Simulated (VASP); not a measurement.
# EuO (rock salt type) (Fm-3m) in VASP: notebook

The runs below take EuO (rock salt type) through single point, with PBE.

Program: VASP 6.6.1. These are calculated values, not measurements. Logs are shortened: lines on timing, memory, paths and dates and some standing lists are left out, and cuts for length are marked.

### Step 1. The cell of the first run

Symmetry: Fm-3m, No. 225, cubic system. The conventional cell has a = 4.913 Å, b = 4.913 Å, c = 4.913 Å, α = 90.00°, β = 90.00°, γ = 90.00°. Within 3.2 Å of Eu (site symmetry m-3m) lie 6 O at 2.46 Å. O (site symmetry m-3m) has 6 Eu at 2.46 Å within 3.2 Å.

### Step 2. Single point, PBE

INCAR reads:

```
  PREC = Accurate
  ENCUT = 600
  EDIFF = 1E-6
  ISMEAR = -1
  SIGMA = 0.06122561905347299
  LREAL = F
  LASPH = T
  NELM = 200
  ALGO = Normal
  ISIF = 2
  LWAVE = F
  LCHARG = T
  GGA = PE
  LELF = T
  LVHAR = T
  NBANDS = 18
  GGA_COMPAT = F
  LMAXMIX = 6
```

KPOINTS reads:

```
Automatic mesh
0
Gamma
  39 39 39
```

POSCAR reads:

```
EuO
1.0
    0.0000000000      2.4563821939      2.4563821939
    2.4563821939      0.0000000000      2.4563821939
    2.4563821939      2.4563821939      0.0000000000
Eu O
1 1
Direct
    0.0000000000      0.0000000000      0.0000000000
    0.5000000000      0.5000000000      0.5000000000
```

Potentials or basis: VASP PAW PBE potentials, release 64 (Eu, O).

Started as:

```
$ cat potpaw_PBE.64/Eu/POTCAR potpaw_PBE.64/O/POTCAR > POTCAR
$ mpirun -np 1 vasp_std > vasp.out
```

OUTCAR:

```text
PREC = Accurate
   ENCUT = 600
   EDIFF = 1E-6
   ISMEAR = -1
   LREAL = F
   LASPH = T
   NELM = 200
   ISIF = 2
   GGA = PE

 ion  position               nearest neighbor table
   1  0.000  0.000  0.000-   2 2.46   2 2.46   2 2.46   2 2.46   2 2.46   2 2.46
   2  0.500  0.500  0.500-   1 2.46   1 2.46   1 2.46   1 2.46   1 2.46   1 2.46

  LATTYP: Found a face centered cubic cell.
 ALAT       =     4.9127643878

  Lattice vectors:

 A1 = (   0.0000000000,   2.4563821939,   2.4563821939)
 A2 = (   2.4563821939,   0.0000000000,   2.4563821939)
 A3 = (   2.4563821939,   2.4563821939,   0.0000000000)

Analysis of symmetry for initial positions (statically):
=====================================================================
 Subroutine PRICEL returns:
 Original cell was already a primitive cell.

 Routine SETGRP: Setting up the symmetry group for a
 face centered cubic supercell.

 Subroutine GETGRP returns: Found 48 space group operations
 (whereof 48 operations were pure point group operations)
 out of a pool of 48 trial point group operations.

The static configuration has the point symmetry O_h .

Analysis of symmetry for dynamics (positions and initial velocities):
=====================================================================
 Subroutine PRICEL returns:
 Original cell was already a primitive cell.

 Routine SETGRP: Setting up the symmetry group for a
 face centered cubic supercell.

 Subroutine GETGRP returns: Found 48 space group operations
 (whereof 48 operations were pure point group operations)
 out of a pool of 48 trial point group operations.

The dynamic configuration has the point symmetry O_h .

 Subroutine INISYM returns: Found 48 space group operations
 (whereof 48 operations are pure point group operations),
 and found     1 'primitive' translations

----------------------------------------------------------------------------------------

                                     Primitive cell

  volume of cell :      29.6427

  direct lattice vectors                    reciprocal lattice vectors
     0.000000000  2.456382194  2.456382194    -0.203551386  0.203551386  0.203551386
     2.456382194  0.000000000  2.456382194     0.203551386 -0.203551386  0.203551386
     2.456382194  2.456382194  0.000000000     0.203551386  0.203551386 -0.203551386

  length of vectors
     3.473849013  3.473849013  3.473849013     0.352561342  0.352561342  0.352561342

  position of ions in fractional coordinates (direct lattice)
     0.000000000  0.000000000  0.000000000
     0.500000000  0.500000000  0.500000000

  ion indices of the primitive-cell ions
   primitive index   ion index
                 1           1
                 2           2

----------------------------------------------------------------------------------------

 KPOINTS: Automatic mesh

Automatic generation of k-mesh.
 Grid dimensions read from file:
 generate k-points for:   39   39   39

 Generating k-lattice:

  Cartesian coordinates                     Fractional coordinates (reciprocal lattice)
    -0.005219266  0.005219266  0.005219266     0.025641026  0.000000000  0.000000000
     0.005219266 -0.005219266  0.005219266     0.000000000  0.025641026  0.000000000
     0.005219266  0.005219266 -0.005219266     0.000000000  0.000000000  0.025641026

  Length of vectors
     0.009040034  0.009040034  0.009040034

  Shift w.r.t. Gamma in fractional coordinates (k-lattice)
     0.000000000  0.000000000  0.000000000

 Subroutine IBZKPT returns following result:
 ===========================================

 Found   1540 irreducible k-points:

 Following reciprocal coordinates:
            Coordinates               Weight
  0.000000  0.000000  0.000000      1.000000
  0.025641  0.000000  0.000000      8.000000
  0.051282  0.000000  0.000000      8.000000
  0.076923  0.000000  0.000000      8.000000
  0.102564  0.000000  0.000000      8.000000
  0.128205  0.000000  0.000000      8.000000
[... 16 lines left out ...]
  0.076923  0.025641  0.000000     24.000000
  0.102564  0.025641  0.000000     24.000000
 [... further k-points ...]
   k-points           NKPTS =   1540   k-points in BZ     NKDIM =   1540   number of bands    NBANDS=     18
   number of dos      NEDOS =    301   number of ions     NIONS =      2
   total plane-waves  NPLWV =  21952
   dimension x,y,z NGX =    28 NGY =   28 NGZ =   28
   dimension x,y,z NGXF=    56 NGYF=   56 NGZF=   56
   ions per type =               1   1
   NGX,Y,Z   is equivalent  to a cutoff of  13.40, 13.40, 13.40 a.u.
   NGXF,Y,Z  is equivalent  to a cutoff of  26.80, 26.80, 26.80 a.u.
 SYSTEM =  unknown system
   PREC   = accura    normal or accurate (medium, high low for compatibility)
   ISTART =      0    job   : 0-new  1-cont  2-samecut
   ICHARG =      2    charge: 1-file 2-atom 10-const
   ISPIN  =      1    spin polarized calculation?
   LNONCOLLINEAR =      F non collinear calculations
   LSORBIT =      F    spin-orbit coupling
   LASPH  =      T    aspherical Exc in radial PAW
   ENCUT  =  600.0 eV  44.10 Ry    6.64 a.u.   6.94  6.94  6.94*2*pi/ulx,y,z
   NELM   =    200;   NELMIN=  2; NELMDL= -5     # of ELM steps
   EDIFF  = 0.1E-05   stopping-criterion for ELM
   LREAL  =      F    real-space projection
   EDIFFG = 0.1E-04   stopping-criterion for IOM
   NSW    =      0    number of steps for IOM
   IBRION =     -1    ionic relax: 0-MD 1-quasi-New 2-CG
   NFREE  =      0    steps in history (QN), initial steepest desc. (CG)
   ISIF   =      2    stress and relaxation
   ISYM   =      2    0-nonsym 1-usesym 2-fastsym
   POTIM  = 0.5000    time-step for ionic-motion
   TEBEG  =    0.0;   TEEND  =   0.0 temperature during run
   PSTRESS=    0.0 pullay stress
   NELECT =      23.0000    total number of electrons
   NUPDOWN=      -1.0000    fix difference up-down
   EMIN   =  10.00;   EMAX   =-10.00  energy-range for DOS
   EFERMI =   0.00;   METHOD = LEGACY
   ISMEAR =    -1;   SIGMA  =   0.06  broadening in eV -4-tet -1-fermi 0-gaus
   EFERMI_NEDOS =   21; number of points for ismear=-14 and -15
   IALGO  =     38    algorithm
   IMIX   =      4    mixing-type and parameters
     AMIX     =   0.40;   BMIX     =  1.00
     AMIX_MAG =   1.60;   BMIX_MAG =  1.00
  volume/ion in A,a.u.               =      14.82       100.02
  Fermi-wavevector in a.u.,A,eV,Ry     =   1.504336  2.842783 30.790347  2.263027
  Thomas-Fermi vector in A             =   2.615329
   LORBIT       =      0    0 simple, 1 ext, 2 COOP (PROOUT), +10 PAW based schemes
   GGA     = PE    functional components
   LHFCALC =     F    Hartree Fock is set to
   AEXX    =    0.0000 exact exchange contribution
   IVDW    =     0    specifies the selected vdW correction
   LEPSILON=     F    determine dielectric tensor
   LRPA    =     F    only Hartree local field effects (RPA)
 non-spin polarized calculation
  energy-cutoff  :      600.00
  volume of cell :       29.64
 maximum number of plane-waves:      1010
   NGX = 13   NGY = 13   NGZ = 13

 number of electron      23.0000004 magnetization

 Free energy of the ion-electron system (eV)
  ---------------------------------------------------
  ext. energy  EPLUGINS =         0.00000000
  ---------------------------------------------------
  free energy    TOTEN  =       -15.49470961 eV

  energy without entropy =      -15.20459535  energy(sigma->0) =      -15.34965248

 E-fermi :   5.4446     XC(G=0): -11.8111

 val. band max:        5.4445530752   @ k =   0.2564   0.2308   0.0256
 cond. band min:       5.4446169109   @ k =  -0.3590   0.4872   0.1282
 fundamental gap:      0.0000638357
 Fermi energy:         5.4445916007

 k-point     1 :       0.0000    0.0000    0.0000
  band No.  band energies     occupation
      1     -35.4278      2.00000
      2     -13.8569      2.00000
      3     -13.7319      2.00000
      4     -13.7319      2.00000
      5     -13.7319      2.00000
      6       1.1692      2.00000
[... 10 lines left out ...]
     17       7.5199      0.00000
     18       7.5199      0.00000

 k-point     2 :       0.0256    0.0000    0.0000
  band No.  band energies     occupation
      1     -35.4267      2.00000
      2     -14.0105      2.00000
      3     -13.7326      2.00000
      4     -13.7326      2.00000
      5     -13.5811      2.00000
      6       1.1481      2.00000
[... 10 lines left out ...]
     17       7.5269      0.00000
     18       7.5393      0.00000

 k-point     3 :       0.0513    0.0000    0.0000
  band No.  band energies     occupation
      1     -35.4235      2.00000
      2     -14.2142      2.00000
      3     -13.7349      2.00000
      4     -13.7349      2.00000
      5     -13.3859      2.00000
      6       1.0862      2.00000
[... 10 lines left out ...]
     17       7.5391      0.00000
     18       7.5966      0.00000

 k-point     4 :       0.0769    0.0000    0.0000
  band No.  band energies     occupation
      1     -35.4181      2.00000
      2     -14.4209      2.00000
      3     -13.7387      2.00000
      4     -13.7387      2.00000
      5     -13.1933      2.00000
      6       0.9884      2.00000
[... 10 lines left out ...]
     17       7.5603      0.00000
     18       7.6896      0.00000

 k-point     5 :       0.1026    0.0000    0.0000
  band No.  band energies     occupation
      1     -35.4108      2.00000
      2     -14.6266      2.00000
      3     -13.7438      2.00000
      4     -13.7438      2.00000
      5     -13.0067      2.00000
      6       0.8610      2.00000
[... 10 lines left out ...]
     17       7.5839      0.00000
     18       7.8150      0.00000

 k-point     6 :       0.1282    0.0000    0.0000
  band No.  band energies     occupation
      1     -35.4018      2.00000
      2     -14.8295      2.00000
      3     -13.7502      2.00000
      4     -13.7502      2.00000
      5     -12.8277      2.00000
      6       0.7113      2.00000
[... 307 lines left out ...]
 k-point    21 :       0.0256    0.0256    0.0000
  band No.  band energies     occupation
      1     -35.4264      2.00000
      2     -14.0391      2.00000
      3     -13.7354      2.00000
      4     -13.7354      2.00000
      5     -13.5485      2.00000
      6       1.1204      2.00000
[... 10 lines left out ...]
     17       7.5027      0.00000
     18       7.5627      0.00000

 k-point    22 :       0.0513    0.0256    0.0000
  band No.  band energies     occupation
      1     -35.4238      2.00000
      2     -14.1924      2.00000
      3     -13.7397      2.00000
      4     -13.7370      2.00000
      5     -13.3998      2.00000
      6       1.0581      2.00000
[... 10 lines left out ...]
     17       7.4757      0.00000
     18       7.6200      0.00000

 k-point    23 :       0.0769    0.0256    0.0000
  band No.  band energies     occupation
      1     -35.4192      2.00000
      2     -14.3802      2.00000
      3     -13.7454      2.00000
      4     -13.7382      2.00000
      5     -13.2242      2.00000
      6       0.9677      2.00000
[... 10 lines left out ...]
     17       7.4802      0.00000
     18       7.7124      0.00000

 k-point    24 :       0.1026    0.0256    0.0000
  band No.  band energies     occupation
      1     -35.4125      2.00000
      2     -14.5770      2.00000
      3     -13.7523      2.00000
      4     -13.7406      2.00000
      5     -13.0453      2.00000
      6       0.8516      2.00000
[... 10 lines left out ...]
     17       7.5015      0.00000
     18       7.7991      0.00000

 [... further k-points ...]
[... 5 lines left out ...]
  --------------------------------------------------------------------------------------
  -------------------------------------------------------------------------------------
  Total       -0.8190931     -0.8190931     -0.8190931      0.0000000     -0.0000000      0.0000000
  in kB      -44.2716805    -44.2716805    -44.2716805      0.0000000     -0.0000000      0.0000000
  external PRESSURE =     -44.2716805 kB  Pullay stress =       0.0000000 kB

 VOLUME and BASIS-vectors are now :
 -----------------------------------------------------------------------------
  energy-cutoff  :      600.00
  volume of cell :       29.64
      direct lattice vectors                 reciprocal lattice vectors
     0.000000000  2.456382194  2.456382194    -0.203551386  0.203551386  0.203551386
     2.456382194  0.000000000  2.456382194     0.203551386 -0.203551386  0.203551386
     2.456382194  2.456382194  0.000000000     0.203551386  0.203551386 -0.203551386

 POSITION                                       TOTAL-FORCE (eV/Angst)
 -----------------------------------------------------------------------------------
      0.00000      0.00000      0.00000        -0.000000     -0.000000     -0.000000
      2.45638      2.45638      2.45638         0.000000      0.000000      0.000000
 -----------------------------------------------------------------------------------
    total drift:                                0.000000      0.000000      0.000000

  FREE ENERGIE OF THE ION-ELECTRON SYSTEM (eV)
  ---------------------------------------------------
  free  energy   TOTEN  =       -15.4947096071 eV

  energy  without entropy=      -15.2045953500  energy(sigma->0) =      -15.34965248
```

It took 29 min on 1 thread of Intel Xeon 6975P-C (Granite Rapids), shared host; peak memory 1.2 GiB.

Results:

```yaml
Free_energy: -15.4947 eV
Pressure: -4.4 GPa
Band_gap_on_the_k_mesh: zero (an odd number of electrons rules out a gap without spin polarisation)
```

Levels at points of the mesh, in eV from the Fermi level:
```
           k point  band 9  band 10  band 11  band 12  band 13  band 14
(0.00, 0.00, 0.00)   -0.28     0.12     0.12     0.12     0.49     0.49
```

Caveat: the cell stands under tension; spin-orbit coupling is left out, which moves the levels of the heavy elements; an odd number of electrons without spin polarisation forces a metal; a magnetic or distorted state may lie lower; the run has no spin polarisation, though such a crystal can be magnetic; semilocal functionals describe open f shells poorly, which spoils levels, moments and volumes. With open d or f shells a metallic result of PBE can be an artefact of self-interaction; +U or a hybrid may open a gap.

### Step 3. Single point, PBE

This run uses another cell than the first one, of 14.25 Å³/atom.

INCAR reads:

```
ALGO = Normal
EDIFF = 1E-6
ENCUT = 600
GGA = PE
GGA_COMPAT = False
ISIF = 2
ISMEAR = -1
LASPH = True
LCHARG = False
LMAXMIX = 6
LREAL = False
LWAVE = False
NBANDS = 18
NELM = 200
PREC = Accurate
SIGMA = 0.06122561905347299
```

KPOINTS reads:

```
k-points
0
Gamma
  39 39 39
```

POSCAR reads:

```
EuO
1.0
    0.0000000000      2.4244775152      2.4244775152
    2.4244775152      0.0000000000      2.4244775152
    2.4244775152      2.4244775152      0.0000000000
Eu O
1 1
Direct
    0.0000000000      0.0000000000      0.0000000000
    0.5000000000      0.5000000000      0.5000000000
```

Potentials or basis: VASP PAW PBE potentials, release 64 (Eu, O).

Started as:

```
$ cat potpaw_PBE.64/Eu/POTCAR potpaw_PBE.64/O/POTCAR > POTCAR
$ mpirun -np 1 vasp_std > vasp.out
```

It took 42 min on 1 thread of Intel Xeon Platinum 8375C at 2.90GHz (Ice Lake), shared host; peak memory 1.2 GiB.

Results (log left out):

```yaml
Free_energy: -15.5092 eV
Pressure: 0.2 GPa
Band_gap_on_the_k_mesh: zero (an odd number of electrons rules out a gap without spin polarisation)
```

Levels at points of the mesh, in eV from the Fermi level:
| k point | band 7 | band 8 | band 9 | band 10 | band 11 | band 12 | band 13 | band 14 | band 15 | band 16 |
| --- | --- | --- | --- | --- | --- | --- | --- | --- | --- | --- |
| (0.00, 0.00, 0.00) | -4.38 | -4.38 | -0.31 | 0.13 | 0.13 | 0.13 | 0.53 | 0.53 | 0.53 | 1.11 |

Caveat: spin-orbit coupling is left out, which moves the levels of the heavy elements; an odd number of electrons without spin polarisation forces a metal; a magnetic or distorted state may lie lower; the run has no spin polarisation, though such a crystal can be magnetic; semilocal functionals describe open f shells poorly, which spoils levels, moments and volumes. With open d or f shells a metallic result of PBE can be an artefact of self-interaction; +U or a hybrid may open a gap.
